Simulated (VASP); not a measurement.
# Y (P6_3/mmc) in VASP: notebook

Runs on Y. Level: PBE+D3(BJ). Tasks: single point, relaxation of cell and atoms.

Everything below comes from runs of VASP 6.6.1. Logs are shortened: lines on timing, memory, paths and dates and some standing lists are left out, and cuts for length are marked.

### Step 1. The cell of the first run

Symmetry: P6_3/mmc, No. 194, hexagonal system. The conventional cell has a = 3.605 Å, b = 3.605 Å, c = 5.593 Å, α = 90.00°, β = 90.00°, γ = 120.00°. Y (site symmetry -6m2) has 12 Y at 3.49 to 3.60 Å within 4.6 Å.

### Step 2. Single point, PBE+D3(BJ)

INCAR

```
SYSTEM = Y
ALGO     = Fast           ! electronic algorithm
EDIFF    = 1E-7           ! SCF threshold, eV
ENCUT    = 520            ! plane-wave cutoff, eV
GGA      = PE             ! functional
ISIF     = 2              ! what is computed and relaxed
ISMEAR   = 0              ! smearing method
IVDW     = 12             ! dispersion correction
LASPH    = .True.         ! aspherical terms in the spheres
LCHARG   = .True.         ! write CHGCAR
LELF     = .True.         ! ELF
LREAL    = .False.        ! projectors in reciprocal space
LVHAR    = .True.       
LWAVE    = .False.        ! write WAVECAR
NBANDS   = 18             ! bands
NELM     = 100            ! most SCF steps
PREC     = Accurate       ! precision mode
SIGMA    = 0.1            ! smearing width, eV
```

KPOINTS

```
k-points
0
Gamma
  15 15 8
  0 0 0
```

POSCAR

```
Y
1.0
    3.6045689884      0.0000000000      0.0000000000
   -1.8022844942      3.1216483136      0.0000000000
    0.0000000000      0.0000000000      5.5926298469
Y
2
Direct
    0.3333333333      0.6666666667      0.2500000000
    0.6666666667      0.3333333333      0.7500000000
```

Potentials or basis: VASP PAW PBE potentials, release 64 (Y_sv).

Started as:

```bash
$ cat potpaw_PBE.64/Y_sv/POTCAR > POTCAR
$ mpirun -np 1 vasp_std > vasp.out
```

OUTCAR:

```text
SYSTEM = Y
   EDIFF = 1E-7
   ENCUT = 520
   GGA = PE
   ISIF = 2
   ISMEAR = 0
   IVDW = 12
   LASPH = .True.
   LREAL = .False.
   NELM = 100
   PREC = Accurate
 IVDW          = 12

 ion  position               nearest neighbor table
   1  0.333  0.667  0.250-   2 3.49   2 3.49   2 3.49   2 3.49   2 3.49   2 3.49
   2  0.667  0.333  0.750-   1 3.49   1 3.49   1 3.49   1 3.49   1 3.49   1 3.49

  LATTYP: Found a hexagonal cell.
 ALAT       =     3.6045689884
 C/A-ratio  =     1.5515391341

  Lattice vectors:

 A1 = (   3.6045689884,   0.0000000000,   0.0000000000)
 A2 = (  -1.8022844942,   3.1216483136,   0.0000000000)
 A3 = (   0.0000000000,   0.0000000000,   5.5926298469)

Analysis of symmetry for initial positions (statically):
=====================================================================
 Subroutine PRICEL returns:
 Original cell was already a primitive cell.

 Routine SETGRP: Setting up the symmetry group for a
 hexagonal supercell.

 Subroutine GETGRP returns: Found 24 space group operations
 (whereof 12 operations were pure point group operations)
 out of a pool of 24 trial point group operations.

The static configuration has the point symmetry D_3d.
 The point group associated with its full space group is D_6h.

Analysis of symmetry for dynamics (positions and initial velocities):
=====================================================================
 Subroutine PRICEL returns:
 Original cell was already a primitive cell.

 Routine SETGRP: Setting up the symmetry group for a
 hexagonal supercell.

 Subroutine GETGRP returns: Found 24 space group operations
 (whereof 12 operations were pure point group operations)
 out of a pool of 24 trial point group operations.

The dynamic configuration has the point symmetry D_3d.
 The point group associated with its full space group is D_6h.

 Subroutine INISYM returns: Found 24 space group operations
 (whereof 12 operations are pure point group operations),
 and found     1 'primitive' translations

----------------------------------------------------------------------------------------

                                     Primitive cell

  volume of cell :      62.9294

  direct lattice vectors                    reciprocal lattice vectors
     3.604568988  0.000000000  0.000000000     0.277425679  0.160171791  0.000000000
    -1.802284494  3.121648314  0.000000000     0.000000000  0.320343581  0.000000000
     0.000000000  0.000000000  5.592629847     0.000000000  0.000000000  0.178806756

  length of vectors
     3.604568988  3.604568988  5.592629847     0.320343581  0.320343581  0.178806756

  position of ions in fractional coordinates (direct lattice)
     0.333333333  0.666666667  0.250000000
     0.666666667  0.333333333  0.750000000

  ion indices of the primitive-cell ions
   primitive index   ion index
                 1           1
                 2           2

----------------------------------------------------------------------------------------

 KPOINTS: k-points

Automatic generation of k-mesh.
 Grid dimensions read from file:
 generate k-points for:   15   15    8

 Generating k-lattice:

  Cartesian coordinates                     Fractional coordinates (reciprocal lattice)
     0.018495045  0.010678119  0.000000000     0.066666667 -0.000000000  0.000000000
     0.000000000  0.021356239  0.000000000     0.000000000  0.066666667  0.000000000
     0.000000000  0.000000000  0.022350844     0.000000000  0.000000000  0.125000000

  Length of vectors
     0.021356239  0.021356239  0.022350844

  Shift w.r.t. Gamma in fractional coordinates (k-lattice)
     0.000000000  0.000000000  0.000000000

 Subroutine IBZKPT returns following result:
 ===========================================

 Found    135 irreducible k-points:

 Following reciprocal coordinates:
            Coordinates               Weight
  0.000000  0.000000  0.000000      1.000000
  0.066667  0.000000  0.000000      6.000000
  0.133333  0.000000  0.000000      6.000000
  0.200000  0.000000  0.000000      6.000000
  0.266667  0.000000  0.000000      6.000000
  0.333333  0.000000  0.000000      6.000000
[... 16 lines left out ...]
  0.333333  0.200000  0.000000     12.000000
  0.400000  0.200000  0.000000      6.000000
 [... further k-points ...]
   k-points           NKPTS =    135   k-points in BZ     NKDIM =    135   number of bands    NBANDS=     18
   number of dos      NEDOS =    301   number of ions     NIONS =      2
   total plane-waves  NPLWV =  32928
   dimension x,y,z NGX =    28 NGY =   28 NGZ =   42
   dimension x,y,z NGXF=    56 NGYF=   56 NGZF=   84
   ions per type =               2
   NGX,Y,Z   is equivalent  to a cutoff of  12.91, 12.91, 12.48 a.u.
   NGXF,Y,Z  is equivalent  to a cutoff of  25.83, 25.83, 24.97 a.u.
 SYSTEM =  Y
   PREC   = accura    normal or accurate (medium, high low for compatibility)
   ISTART =      0    job   : 0-new  1-cont  2-samecut
   ICHARG =      2    charge: 1-file 2-atom 10-const
   ISPIN  =      1    spin polarized calculation?
   LNONCOLLINEAR =      F non collinear calculations
   LSORBIT =      F    spin-orbit coupling
   LASPH  =      T    aspherical Exc in radial PAW
   ENCUT  =  520.0 eV  38.22 Ry    6.18 a.u.   6.70  6.70 10.40*2*pi/ulx,y,z
   NELM   =    100;   NELMIN=  2; NELMDL= -5     # of ELM steps
   EDIFF  = 0.1E-06   stopping-criterion for ELM
   LREAL  =      F    real-space projection
   EDIFFG = 0.1E-05   stopping-criterion for IOM
   NSW    =      0    number of steps for IOM
   IBRION =     -1    ionic relax: 0-MD 1-quasi-New 2-CG
   NFREE  =      0    steps in history (QN), initial steepest desc. (CG)
   ISIF   =      2    stress and relaxation
   ISYM   =      2    0-nonsym 1-usesym 2-fastsym
   POTIM  = 0.5000    time-step for ionic-motion
   TEBEG  =    0.0;   TEEND  =   0.0 temperature during run
   PSTRESS=    0.0 pullay stress
   NELECT =      22.0000    total number of electrons
   NUPDOWN=      -1.0000    fix difference up-down
   EMIN   =  10.00;   EMAX   =-10.00  energy-range for DOS
   EFERMI =   0.00;   METHOD = LEGACY
   ISMEAR =     0;   SIGMA  =   0.10  broadening in eV -4-tet -1-fermi 0-gaus
   EFERMI_NEDOS =   21; number of points for ismear=-14 and -15
   IALGO  =     68    algorithm
   IMIX   =      4    mixing-type and parameters
     AMIX     =   0.40;   BMIX     =  1.00
     AMIX_MAG =   1.60;   BMIX_MAG =  1.00
  volume/ion in A,a.u.               =      31.46       212.33
  Fermi-wavevector in a.u.,A,eV,Ry     =   1.153271  2.179366 18.096202  1.330033
  Thomas-Fermi vector in A             =   2.289916
   LORBIT       =      0    0 simple, 1 ext, 2 COOP (PROOUT), +10 PAW based schemes
   GGA     = PE    functional components
   LHFCALC =     F    Hartree Fock is set to
   AEXX    =    0.0000 exact exchange contribution
   IVDW    =    12    specifies the selected vdW correction
   LEPSILON=     F    determine dielectric tensor
   LRPA    =     F    only Hartree local field effects (RPA)
 non-spin polarized calculation
 RMM-DIIS sequential band-by-band and
 Gauss-broadening in eV      SIGMA  =   0.10
  energy-cutoff  :      520.00
  volume of cell :       62.93
 maximum number of plane-waves:      1725
 NGX is ok and might be reduce to    28
   NGX = 13   NGY = 13   NGZ = 21

 number of electron      22.0000002 magnetization

 Free energy of the ion-electron system (eV)
  ---------------------------------------------------
  ext. energy  EPLUGINS =         0.00000000
  ---------------------------------------------------
  free energy    TOTEN  =       -12.86245504 eV

  energy without entropy =      -12.84507648  energy(sigma->0) =      -12.85376576

 E-fermi :   3.2053     XC(G=0):  -9.5932

 val. band max:        3.1997468407   @ k =   0.3333   0.2667   0.3750
 cond. band min:       3.2143628792   @ k =   0.4000   0.0000   0.0000
 fundamental gap:      0.0146160385
 Fermi energy:         3.2053107148

 k-point     1 :       0.0000    0.0000    0.0000
  band No.  band energies     occupation
      1     -39.3746      2.00000
      2     -39.2826      2.00000
      3     -19.7118      2.00000
      4     -19.1643      2.00000
      5     -19.1643      2.00000
      6     -19.0567      2.00000
[... 10 lines left out ...]
     17       6.0301      0.00000
     18       6.0301      0.00000

 k-point     2 :       0.0667    0.0000    0.0000
  band No.  band energies     occupation
      1     -39.3720      2.00000
      2     -39.2818      2.00000
      3     -19.7026      2.00000
      4     -19.1823      2.00000
      5     -19.1706      2.00000
      6     -19.0758      2.00000
[... 10 lines left out ...]
     17       5.8965      0.00000
     18       5.9331      0.00000

 k-point     3 :       0.1333    0.0000    0.0000
  band No.  band energies     occupation
      1     -39.3644      2.00000
      2     -39.2795      2.00000
      3     -19.6760      2.00000
      4     -19.2333      2.00000
      5     -19.1880      2.00000
      6     -19.1289      2.00000
[... 10 lines left out ...]
     17       5.9014      0.00000
     18       5.9805      0.00000

 k-point     4 :       0.2000    0.0000    0.0000
  band No.  band energies     occupation
      1     -39.3530      2.00000
      2     -39.2765      2.00000
      3     -19.6342      2.00000
      4     -19.3087      2.00000
      5     -19.2127      2.00000
      6     -19.2047      2.00000
[... 375 lines left out ...]
      4     -19.4500      2.00000
      5     -19.4330      2.00000
      6     -19.3007      2.00000
[... 10 lines left out ...]
     17       7.8650      0.00000
     18       8.6899      0.00000

 k-point    23 :       0.3333    0.2000    0.0000
  band No.  band energies     occupation
      1     -39.2990      2.00000
      2     -39.2743      2.00000
      3     -19.5288      2.00000
      4     -19.4303      2.00000
      5     -19.3985      2.00000
      6     -19.3443      2.00000
[... 10 lines left out ...]
     17       8.2050      0.00000
     18       8.6728      0.00000

 k-point    24 :       0.4000    0.2000    0.0000
  band No.  band energies     occupation
      1     -39.2945      2.00000
      2     -39.2759      2.00000
      3     -19.5425      2.00000
      4     -19.4222      2.00000
      5     -19.3733      2.00000
      6     -19.3672      2.00000
[... 10 lines left out ...]
     17       8.3544      0.00000
     18       8.8221      0.00000

 [... further k-points ...]

------------------------ aborting loop because EDIFF is reached ----------------------------------------

 Edisp (eV)   -0.70016

 E8    (eV) :    -0.3693

  FORCE on cell =-STRESS in cart. coord.  units (eV):
  Direction    XX          YY          ZZ          XY          YZ          ZX
  --------------------------------------------------------------------------------------
  -------------------------------------------------------------------------------------
  Total      -0.03648    -0.03648    -0.03009     0.00000     0.00000     0.00000
  in kB      -0.92869    -0.92869    -0.76610     0.00000     0.00000     0.00000
  external pressure =       -0.87 kB  Pullay stress =        0.00 kB

 VOLUME and BASIS-vectors are now :
 -----------------------------------------------------------------------------
  energy-cutoff  :      520.00
  volume of cell :       62.93
      direct lattice vectors                 reciprocal lattice vectors
     3.604568988  0.000000000  0.000000000     0.277425679  0.160171791  0.000000000
    -1.802284494  3.121648314  0.000000000     0.000000000  0.320343581  0.000000000
     0.000000000  0.000000000  5.592629847     0.000000000  0.000000000  0.178806756

 POSITION                                       TOTAL-FORCE (eV/Angst)
 -----------------------------------------------------------------------------------
     -0.00000      2.08110      1.39816         0.000000     -0.000000      0.000000
      1.80228      1.04055      4.19447        -0.000000      0.000000      0.000000
 -----------------------------------------------------------------------------------
    total drift:                               -0.000000      0.000000     -0.000000

  FREE ENERGIE OF THE ION-ELECTRON SYSTEM (eV)
  ---------------------------------------------------
  free  energy   TOTEN  =       -13.5626143096 eV

  energy  without entropy=      -13.5452357526  energy(sigma->0) =      -13.55392503
```

Run time: 6.5 min. Hardware: 1 thread of Intel Xeon 8259CL, shared host; peak memory 0.3 GiB.

Results:

```yaml
Free_energy: -13.5626 eV
Pressure: -0.1 GPa
Band_gap_on_the_k_mesh: zero (bands 11 and 12 overlap by 1.56 eV)
Dispersion_energy_per_atom: -0.350 eV
```

### Step 3. Relaxation of cell and atoms, PBE+D3(BJ)

This run uses another cell than the first one, of 32.83 Å³/atom.

INCAR

```
SYSTEM = Y
ALGO = Fast
EDIFF = 1E-6
EDIFFG = -0.005
ENCUT = 600
GGA = PE
IBRION = 2
ISIF = 3
ISMEAR = 0
IVDW = 12
LASPH = .TRUE.
LCHARG = .FALSE.
LREAL = .FALSE.
LWAVE = .FALSE.
NELM = 100
NSW = 70
PREC = Accurate
SIGMA = 0.1
```

KPOINTS

```
k-points
0
G
  15 15 8
  0 0 0
```

POSCAR

```
Y
1.0
    3.6549408269      0.0000000000      0.0000000000
   -1.8274704135      3.1652716054      0.0000000000
    0.0000000000      0.0000000000      5.6754605045
Y
2
Direct
    0.3333333333      0.6666666667      0.2500000000
    0.6666666667      0.3333333333      0.7500000000
```

Potentials or basis: VASP PAW PBE potentials, release 64 (Y_sv).

Started as:

```bash
$ cat potpaw_PBE.64/Y_sv/POTCAR > POTCAR
$ mpirun -np 1 vasp_std > vasp.out
```

Run time: 20 min. Hardware: 1 thread of Intel Xeon 8259CL, shared host; peak memory 0.36 GiB.

Results (log left out):

- Free energy: -13.5629 eV
- Relaxed volume: 31.40 Å³/atom
- Relaxed cell: a = 3.602 Å, b = 3.602 Å, c = 5.590 Å, α = 90.00°, β = 90.00°, γ = 120.00°
- Space group after relaxing (to 0.1 Å): P6_3/mmc (No. 194)
- Energy gained by relaxing: 8.1 meV/atom
- Ionic steps: 6
- Pressure after relaxing: 0.0 GPa
- Band gap on the k mesh: zero (bands 11 and 12 overlap by 1.56 eV)
- Dispersion energy per atom: -0.351 eV

Step by step:
```
step  energy change (eV)  largest force (eV/Å)  pressure (GPa)  volume (Å³)
   1              0.0000                0.0000           -1.76        65.66
   2             -0.0157                0.0000            0.35        62.28
   3             -0.0163                0.0000           -0.05        62.79
   4             -0.0163                0.0000            0.08        62.72
   5             -0.0163                0.0000           -0.08        62.86
   6             -0.0163                0.0000            0.02        62.80
```

Final structure:
```yaml
crystal:
  lattice:
    - [3.60160, 0.00000, 0.00000]
    - [-1.80080, 3.11907, 0.00000]
    - [0.00000, 0.00000, 5.59017]
  atoms:
    - { symbol: Y, position: [0.33333, 0.66667, 0.25000] }
    - { symbol: Y, position: [0.66667, 0.33333, 0.75000] }
```

Levels at points of the mesh, in eV from the Fermi level:
```tsv
k point	band 7	band 8	band 9	band 10	band 11	band 12	band 13	band 14	band 15
(0.00, 0.00, 0.00)	-22.26	-22.21	-4.75	-1.91	1.11	1.78	1.78	2.19	2.44
(0.00, 0.00, 0.50)	-22.31	-22.31	-3.24	-3.24	1.02	1.02	1.68	1.68	1.68
```
